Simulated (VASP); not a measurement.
Input of a VASP 6.6.1 run:

INCAR

```
SYSTEM = Zn12O13
PREC     = Accurate       ! precision mode
ENCUT    = 520            ! plane-wave cutoff, eV
EDIFF    = 1E-6           ! SCF threshold, eV
ISMEAR   = 0              ! smearing method
SIGMA    = 0.02           ! smearing width, eV
LREAL    = Auto         
LASPH    = .TRUE.         ! aspherical terms in the spheres
NELM     = 150            ! most SCF steps
ALGO     = Normal         ! electronic algorithm
ISIF     = 2              ! what is computed and relaxed
LWAVE    = .FALSE.        ! write WAVECAR
LCHARG   = .FALSE.        ! write CHGCAR
ISPIN    = 2              ! spin polarisation
MAGMOM   = 0 0 0 0 0 0 0 0 0 0 0 0 0 0 0 0 0 0 0 0 0 0 0 0 0 ! initial moments
LORBIT   = 11             ! projections on sites
GGA      = PE             ! functional
NBANDS   = 133            ! bands
```

The input KPOINTS:

```
Automatic mesh
0
G
  2 2 1
  0 0 0
```

Contents of POSCAR:

```
Zn12O13
1.0
    6.4986160000      0.0000000000      0.0000000000
    0.0000000000      5.2057090000      0.0000000000
    0.0000000000      0.0000000000     18.5659610000
Zn O
12 13
Direct
    0.2500000000      0.4999999040      0.0538620112
    0.0000000000      0.0000000000      0.1043843085
   -0.0017920739      0.5072922824      0.2086940180
    0.2458424994      0.0040484399      0.2612009149
    0.2452374475      0.4965352462      0.3664052187
   -0.0183105141     -0.0505458526      0.4218313288
    0.7500000000      0.4999999040      0.0538620112
    0.5000000000      0.0000000000      0.1043843085
    0.4979889564      0.5066706572      0.2093428937
    0.7502368197      0.0101123593      0.2568145005
    0.7292755873      0.5028533097      0.3673098311
    0.4933424286      0.0199671169      0.3995003006
    0.0000000000      0.3790100445      0.1043843085
    0.2500000000      0.8790099485      0.0538620112
    0.2461430249      0.3874407886      0.2612846165
    0.0006518311      0.8872201654      0.2088321202
   -0.0075733048      0.3717887419      0.4182035069
    0.2341569343      0.8805943628      0.3664425450
    0.5000000000      0.3790100445      0.1043843085
    0.7500000000      0.8790099485      0.0538620112
    0.7490733412      0.3921609909      0.2608479033
    0.4952303691      0.8876637169      0.2097738436
    0.4868071909      0.3739039197      0.4137250962
    0.7423943806      0.8884025212      0.3585327471
    0.9135574405      0.5876333080      0.4683945528
```

Potentials or basis: VASP PAW PBE potentials, release 64 (Zn, O).

Launch:

```console
$ cat potpaw_PBE.64/Zn/POTCAR potpaw_PBE.64/O/POTCAR > POTCAR
$ mpirun -np 1 vasp_std > vasp.out
```

(1) Estimate the largest force.

(2) Predict the band gap on the k mesh.

(3) Predict the net moment.

Results:

(1) 1.562 eV/Å.

(2) 0.47 eV (least direct gap 0.52 eV).

(3) 0.00 μB per cell.

Caveat: the k points lie up to 0.60 Å⁻¹ apart; there is no dipole correction, which matters where the two faces differ; semilocal functionals underestimate gaps, and a narrow one can read as zero.
